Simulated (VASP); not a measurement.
# TaN (Fm-3m) in VASP: further runs

The runs below take TaN through single point, with r2SCAN.

Program: VASP 6.6.1. These are calculated values, not measurements. Logs are shortened: lines on timing, memory, paths and dates and some standing lists are left out, and cuts for length are marked.

## 1. The cell of the first run

The structure is cubic, space group Fm-3m (No. 225). Conventional cell: a = 4.332 Å, b = 4.332 Å, c = 4.332 Å, α = 90.00°, β = 90.00°, γ = 90.00°. Within 2.9 Å of Ta (site symmetry m-3m) lie 6 N at 2.17 Å. Within 2.9 Å of N (site symmetry m-3m) lie 6 Ta at 2.17 Å.

## 2. Single point, r2SCAN

File POSCAR:

```
TaN
1.0
    0.0000000000      2.1661812927      2.1661812927
    2.1661812927      0.0000000000      2.1661812927
    2.1661812927      2.1661812927      0.0000000000
Ta N
1 1
Direct
    0.5000000000      0.5000000000      0.5000000000
    0.0000000000      0.0000000000      0.0000000000
```

File INCAR.step1:

```
SYSTEM = TaN
PREC = Accurate
ENCUT = 520
ISMEAR = -1
SIGMA = 0.05
LREAL = .FALSE.
LASPH = .TRUE.
NELM = 100
NBANDS = 15
GGA = PE
ALGO = Normal
EDIFF = 1E-4
LWAVE = .TRUE.
LCHARG = .FALSE.
```

File INCAR.step2:

```
SYSTEM = TaN
PREC = Accurate
ENCUT = 520
EDIFF = 1E-7
ISMEAR = -1
SIGMA = 0.05
LREAL = .FALSE.
LASPH = .TRUE.
NELM = 100
ALGO = Normal
ISIF = 2
LWAVE = .FALSE.
LCHARG = .FALSE.
METAGGA = R2SCAN
LMIXTAU = .TRUE.
NBANDS = 15
ISTART = 1
```

File KPOINTS:

```
regular mesh
0
G
  10 10 10
  0 0 0
```

Potentials or basis: VASP PAW PBE potentials, release 64 (Ta_pv, N).

Command:

```console
> cat potpaw_PBE.64/Ta_pv/POTCAR potpaw_PBE.64/N/POTCAR > POTCAR
> cp INCAR.step1 INCAR
> mpirun -np 1 vasp_std > vasp.out
> cp INCAR.step2 INCAR
> mpirun -np 1 vasp_std > vasp.out
```

OUTCAR:

```text
SYSTEM = TaN
   PREC = Accurate
   ENCUT = 520
   EDIFF = 1E-7
   ISMEAR = -1
   LREAL = .FALSE.
   LASPH = .TRUE.
   NELM = 100
   ISIF = 2
   METAGGA = R2SCAN
   ISTART = 1

 ion  position               nearest neighbor table
   1  0.500  0.500  0.500-   2 2.17   2 2.17   2 2.17   2 2.17   2 2.17   2 2.17
   2  0.000  0.000  0.000-   1 2.17   1 2.17   1 2.17   1 2.17   1 2.17   1 2.17

  LATTYP: Found a face centered cubic cell.
 ALAT       =     4.3323625854

  Lattice vectors:

 A1 = (   0.0000000000,   2.1661812927,   2.1661812927)
 A2 = (   2.1661812927,   0.0000000000,   2.1661812927)
 A3 = (   2.1661812927,   2.1661812927,   0.0000000000)

Analysis of symmetry for initial positions (statically):
=====================================================================
 Subroutine PRICEL returns:
 Original cell was already a primitive cell.

 Routine SETGRP: Setting up the symmetry group for a
 face centered cubic supercell.

 Subroutine GETGRP returns: Found 48 space group operations
 (whereof 48 operations were pure point group operations)
 out of a pool of 48 trial point group operations.

The static configuration has the point symmetry O_h .

Analysis of symmetry for dynamics (positions and initial velocities):
=====================================================================
 Subroutine PRICEL returns:
 Original cell was already a primitive cell.

 Routine SETGRP: Setting up the symmetry group for a
 face centered cubic supercell.

 Subroutine GETGRP returns: Found 48 space group operations
 (whereof 48 operations were pure point group operations)
 out of a pool of 48 trial point group operations.

The dynamic configuration has the point symmetry O_h .

 Subroutine INISYM returns: Found 48 space group operations
 (whereof 48 operations are pure point group operations),
 and found     1 'primitive' translations

----------------------------------------------------------------------------------------

                                     Primitive cell

  volume of cell :      20.3289

  direct lattice vectors                    reciprocal lattice vectors
     0.000000000  2.166181293  2.166181293    -0.230820939  0.230820939  0.230820939
     2.166181293  0.000000000  2.166181293     0.230820939 -0.230820939  0.230820939
     2.166181293  2.166181293  0.000000000     0.230820939  0.230820939 -0.230820939

  length of vectors
     3.063442963  3.063442963  3.063442963     0.399793594  0.399793594  0.399793594

  position of ions in fractional coordinates (direct lattice)
     0.500000000  0.500000000  0.500000000
     0.000000000  0.000000000  0.000000000

  ion indices of the primitive-cell ions
   primitive index   ion index
                 1           1
                 2           2

----------------------------------------------------------------------------------------

 KPOINTS: regular mesh

Automatic generation of k-mesh.
 Grid dimensions read from file:
 generate k-points for:   10   10   10

 Generating k-lattice:

  Cartesian coordinates                     Fractional coordinates (reciprocal lattice)
    -0.023082094  0.023082094  0.023082094     0.100000000  0.000000000  0.000000000
     0.023082094 -0.023082094  0.023082094     0.000000000  0.100000000  0.000000000
     0.023082094  0.023082094 -0.023082094     0.000000000  0.000000000  0.100000000

  Length of vectors
     0.039979359  0.039979359  0.039979359

  Shift w.r.t. Gamma in fractional coordinates (k-lattice)
     0.000000000  0.000000000  0.000000000

 Subroutine IBZKPT returns following result:
 ===========================================

 Found     47 irreducible k-points:

 Following reciprocal coordinates:
            Coordinates               Weight
  0.000000  0.000000  0.000000      1.000000
  0.100000  0.000000  0.000000      8.000000
  0.200000  0.000000  0.000000      8.000000
  0.300000  0.000000  0.000000      8.000000
  0.400000  0.000000  0.000000      8.000000
  0.500000  0.000000  0.000000      4.000000
[... 16 lines left out ...]
  0.300000  0.300000  0.000000      6.000000
  0.400000  0.300000  0.000000     24.000000
 [... further k-points ...]
   k-points           NKPTS =     47   k-points in BZ     NKDIM =     47   number of bands    NBANDS=     15
   number of dos      NEDOS =    301   number of ions     NIONS =      2
   total plane-waves  NPLWV =  13824
   dimension x,y,z NGX =    24 NGY =   24 NGZ =   24
   dimension x,y,z NGXF=    48 NGYF=   48 NGZF=   48
   ions per type =               1   1
   NGX,Y,Z   is equivalent  to a cutoff of  13.02, 13.02, 13.02 a.u.
   NGXF,Y,Z  is equivalent  to a cutoff of  26.05, 26.05, 26.05 a.u.
 SYSTEM =  TaN
   PREC   = accura    normal or accurate (medium, high low for compatibility)
   ISTART =      1    job   : 0-new  1-cont  2-samecut
   ICHARG =      0    charge: 1-file 2-atom 10-const
   ISPIN  =      1    spin polarized calculation?
   LNONCOLLINEAR =      F non collinear calculations
   LSORBIT =      F    spin-orbit coupling
   LASPH  =      T    aspherical Exc in radial PAW
   ENCUT  =  520.0 eV  38.22 Ry    6.18 a.u.   5.70  5.70  5.70*2*pi/ulx,y,z
   NELM   =    100;   NELMIN=  2; NELMDL=  0     # of ELM steps
   EDIFF  = 0.1E-06   stopping-criterion for ELM
   LREAL  =      F    real-space projection
   EDIFFG = 0.1E-05   stopping-criterion for IOM
   NSW    =      0    number of steps for IOM
   IBRION =     -1    ionic relax: 0-MD 1-quasi-New 2-CG
   NFREE  =      0    steps in history (QN), initial steepest desc. (CG)
   ISIF   =      2    stress and relaxation
   ISYM   =      2    0-nonsym 1-usesym 2-fastsym
   POTIM  = 0.5000    time-step for ionic-motion
   TEBEG  =    0.0;   TEEND  =   0.0 temperature during run
   PSTRESS=    0.0 pullay stress
   NELECT =      16.0000    total number of electrons
   NUPDOWN=      -1.0000    fix difference up-down
   EMIN   =  10.00;   EMAX   =-10.00  energy-range for DOS
   EFERMI =   0.00;   METHOD = LEGACY
   ISMEAR =    -1;   SIGMA  =   0.05  broadening in eV -4-tet -1-fermi 0-gaus
   EFERMI_NEDOS =   21; number of points for ismear=-14 and -15
   IALGO  =     38    algorithm
   IMIX   =      4    mixing-type and parameters
     AMIX     =   0.40;   BMIX     =  1.00
     AMIX_MAG =   1.60;   BMIX_MAG =  1.00
  volume/ion in A,a.u.               =      10.16        68.59
  Fermi-wavevector in a.u.,A,eV,Ry     =   1.511507  2.856333 31.084577  2.284652
  Thomas-Fermi vector in A             =   2.621555
   LORBIT       =      0    0 simple, 1 ext, 2 COOP (PROOUT), +10 PAW based schemes
   METAGGA = R2SCAN    functional components
   LHFCALC =     F    Hartree Fock is set to
   AEXX    =    0.0000 exact exchange contribution
   IVDW    =     0    specifies the selected vdW correction
   LEPSILON=     F    determine dielectric tensor
   LRPA    =     F    only Hartree local field effects (RPA)
 non-spin polarized calculation
  energy-cutoff  :      520.00
  volume of cell :       20.33
 maximum number of plane-waves:       568
   NGX = 11   NGY = 11   NGZ = 11

 number of electron      15.9999999 magnetization

 Free energy of the ion-electron system (eV)
  ---------------------------------------------------
  ext. energy  EPLUGINS =         0.00000000
  ---------------------------------------------------
  free energy    TOTEN  =       -59.58140648 eV

  energy without entropy =      -59.57607913  energy(sigma->0) =      -59.57874280

 E-fermi :  10.1557     XC(G=0): -14.7489

 val. band max:       10.0357787981   @ k =  -0.2000   0.2000   0.0000
 cond. band min:      10.1933480500   @ k =  -0.3000   0.3000   0.1000
 fundamental gap:      0.1575692519
 Fermi energy:        10.1556505303

 k-point     1 :       0.0000    0.0000    0.0000
  band No.  band energies     occupation
      1     -26.9446      2.00000
      2     -26.9446      2.00000
      3     -26.9446      2.00000
      4     -10.2606      2.00000
      5       5.8591      2.00000
      6       5.8591      2.00000
      7       5.8591      2.00000
      8       7.8302      2.00000
      9       7.8302      2.00000
     10       7.8302      2.00000
     11      10.2590      0.22486
     12      10.2590      0.22486
     13      12.3186      0.00000
     14      19.7801      0.00000
     15      20.1189      0.00000

 k-point     2 :       0.1000    0.0000    0.0000
  band No.  band energies     occupation
      1     -27.0531      2.00000
      2     -26.9537      2.00000
      3     -26.9537      2.00000
      4      -9.9942      2.00000
      5       4.7095      2.00000
      6       5.0619      2.00000
      7       5.0619      2.00000
      8       8.2182      2.00000
      9       8.2182      2.00000
     10       8.3005      2.00000
     11      11.2522      0.00000
     12      11.2522      0.00000
     13      13.0314      0.00000
     14      19.7800      0.00000
     15      20.9106      0.00000

 k-point     3 :       0.2000    0.0000    0.0000
  band No.  band energies     occupation
      1     -27.3271      2.00000
      2     -26.9775      2.00000
      3     -26.9775      2.00000
      4      -9.2728      2.00000
      5       2.7635      2.00000
      6       3.7705      2.00000
      7       3.7705      2.00000
      8       8.9254      2.00000
      9       9.1055      2.00000
     10       9.1055      2.00000
     11      13.3202      0.00000
     12      13.3202      0.00000
     13      14.5464      0.00000
     14      19.7797      0.00000
     15      22.7435      0.00000

 k-point     4 :       0.3000    0.0000    0.0000
  band No.  band energies     occupation
      1     -27.6478      2.00000
      2     -27.0066      2.00000
      3     -27.0066      2.00000
      4      -8.2992      2.00000
      5       0.9055      2.00000
      6       2.6996      2.00000
      7       2.6996      2.00000
      8       9.8333      1.99683
      9      10.3467      0.04287
     10      10.3467      0.04287
     11      15.5893      0.00000
     12      15.5893      0.00000
     13      15.7401      0.00000
     14      19.7787      0.00000
     15      23.4656      0.00000
[... 307 lines left out ...]
 k-point    22 :      -0.2000    0.2000    0.0000
  band No.  band energies     occupation
      1     -27.5890      2.00000
      2     -27.2058      2.00000
      3     -26.9947      2.00000
      4      -8.2323      2.00000
      5       0.7790      2.00000
      6       2.4022      2.00000
      7       3.2847      2.00000
      8       9.6557      1.99991
      9      10.0358      1.83326
     10      12.0061      0.00000
     11      12.7021      0.00000
     12      16.8779      0.00000
     13      17.3147      0.00000
     14      19.7785      0.00000
     15      24.0825      0.00000

 k-point    23 :       0.3000    0.3000    0.0000
  band No.  band energies     occupation
      1     -27.5585      2.00000
      2     -27.1676      2.00000
      3     -27.1676      2.00000
      4      -8.7591      2.00000
      5       1.2497      2.00000
      6       4.7338      2.00000
      7       4.7338      2.00000
      8       5.1540      2.00000
      9      11.6074      0.00000
     10      12.7598      0.00000
     11      12.7598      0.00000
     12      13.6851      0.00000
     13      19.4220      0.00000
     14      19.7817      0.00000
     15      24.5682      0.00000

 k-point    24 :       0.4000    0.3000    0.0000
  band No.  band energies     occupation
      1     -27.6788      2.00000
      2     -27.2341      2.00000
      3     -27.2027      2.00000
      4      -8.6389      2.00000
      5       1.5159      2.00000
      6       3.6912      2.00000
      7       4.3985      2.00000
      8       5.8923      2.00000
      9      12.5389      0.00000
     10      13.3060      0.00000
     11      13.3975      0.00000
     12      14.6888      0.00000
     13      19.5225      0.00000
     14      19.7869      0.00000
     15      22.0631      0.00000

 [... further k-points ...]

------------------------ aborting loop because EDIFF is reached ----------------------------------------

  FORCE on cell =-STRESS in cart. coord.  units (eV):
  Direction    XX          YY          ZZ          XY          YZ          ZX
  --------------------------------------------------------------------------------------
  -------------------------------------------------------------------------------------
  Total        2.4325060      2.4325060      2.4325060     -0.0000000     -0.0000000      0.0000000
  in kB      191.7123566    191.7123566    191.7123566     -0.0000000     -0.0000000      0.0000000
  external PRESSURE =     191.7123566 kB  Pullay stress =       0.0000000 kB

 VOLUME and BASIS-vectors are now :
 -----------------------------------------------------------------------------
  energy-cutoff  :      520.00
  volume of cell :       20.33
      direct lattice vectors                 reciprocal lattice vectors
     0.000000000  2.166181293  2.166181293    -0.230820939  0.230820939  0.230820939
     2.166181293  0.000000000  2.166181293     0.230820939 -0.230820939  0.230820939
     2.166181293  2.166181293  0.000000000     0.230820939  0.230820939 -0.230820939

 POSITION                                       TOTAL-FORCE (eV/Angst)
 -----------------------------------------------------------------------------------
      2.16618      2.16618      2.16618        -0.000000     -0.000000      0.000000
      0.00000      0.00000      0.00000         0.000000      0.000000      0.000000
 -----------------------------------------------------------------------------------
    total drift:                                0.000000     -0.000000     -0.000000

  FREE ENERGIE OF THE ION-ELECTRON SYSTEM (eV)
  ---------------------------------------------------
  free  energy   TOTEN  =       -59.5814064792 eV

  energy  without entropy=      -59.5760791259  energy(sigma->0) =      -59.57874280
```

It took 36 s on 1 thread of AMD EPYC 9R45 (Zen 5), shared host; peak memory 0.12 GiB.

Results:

- Free energy: -59.5814 eV
- Pressure: 19.2 GPa
- Band gap on the k mesh: zero (band 8 reaches 12.20 eV, above the bottom of band 9 at 7.83 eV)

Levels at points of the mesh, in eV from the Fermi level:
| k point | band 6 | band 7 | band 8 | band 9 | band 10 | band 11 |
| --- | --- | --- | --- | --- | --- | --- |
| (0.00, 0.00, 0.00) | -4.30 | -4.30 | -2.33 | -2.33 | -2.33 | 0.10 |
| (0.50, 0.00, 0.00) | -8.37 | -8.37 | 2.04 | 2.04 | 2.20 | 4.21 |
| (0.50, 0.50, 0.00) | -5.98 | -5.13 | -5.13 | 2.32 | 3.78 | 3.78 |

Caveat: the PAW data sets were made with another functional, which shifts forces and pressure a little; spin-orbit coupling is left out, which moves the levels of the heavy elements.

## 3. Single point, r2SCAN

This run uses another cell than the first one, of 10.38 Å³/atom, 1.021 times its volume.

File POSCAR:

```
TaN
1.0
    0.0000000000      2.1814365931      2.1814365931
    2.1814365931      0.0000000000      2.1814365931
    2.1814365931      2.1814365931      0.0000000000
Ta N
1 1
Direct
    0.5000000000      0.5000000000      0.5000000000
    0.0000000000      0.0000000000      0.0000000000
```

File INCAR.step1:

```
SYSTEM = TaN
PREC = Accurate ; ENCUT = 520
ISMEAR = -1 ; SIGMA = 0.05
LREAL = .False. ; LASPH = .True.
NELM = 80 ; NBANDS = 15
GGA = PE ; ALGO = Normal
EDIFF = 1E-4 ; LWAVE = .True.
LCHARG = .False.
```

File INCAR.step2:

```
SYSTEM = TaN
PREC = Accurate ; ENCUT = 520
EDIFF = 1E-7 ; ISMEAR = -1
SIGMA = 0.05 ; LREAL = .False.
LASPH = .True. ; NELM = 80
ALGO = Normal ; ISIF = 2
LWAVE = .False. ; LCHARG = .False.
METAGGA = R2SCAN ; LMIXTAU = .True.
NBANDS = 15 ; ISTART = 1
```

File KPOINTS:

```
Automatic mesh
0
Gamma
  10 10 10
  0 0 0
```

Potentials or basis: VASP PAW PBE potentials, release 64 (Ta_pv, N).

Command:

```console
> cat potpaw_PBE.64/Ta_pv/POTCAR potpaw_PBE.64/N/POTCAR > POTCAR
> cp INCAR.step1 INCAR
> mpirun -np 1 vasp_std > vasp.out
> cp INCAR.step2 INCAR
> mpirun -np 1 vasp_std > vasp.out
```

Wall time 32 s (1 thread of AMD EPYC 9R45 (Zen 5), shared host); peak memory 0.12 GiB.

It converged, with:

| Quantity | Value |
| --- | --- |
| Free energy | -59.6217 eV |
| Pressure | 10.5 GPa |
| Band gap on the k mesh | zero (band 8 reaches 11.88 eV, above the bottom of band 9 at 7.65 eV) |

Levels at points of the mesh, in eV from the Fermi level:
```
           k point  band 5  band 6  band 7  band 8  band 9  band 10  band 11  band 12
(0.00, 0.00, 0.00)   -4.23   -4.23   -4.23   -2.26   -2.26    -2.26     0.10     0.10
(0.50, 0.00, 0.00)  -11.06   -8.20   -8.20    1.97    1.97     2.12     4.14     8.06
(0.50, 0.50, 0.00)   -7.16   -5.82   -5.08   -5.08    2.25     3.65     3.65     4.95
```

Caveat: the PAW data sets were made with another functional, which shifts forces and pressure a little; spin-orbit coupling is left out, which moves the levels of the heavy elements.
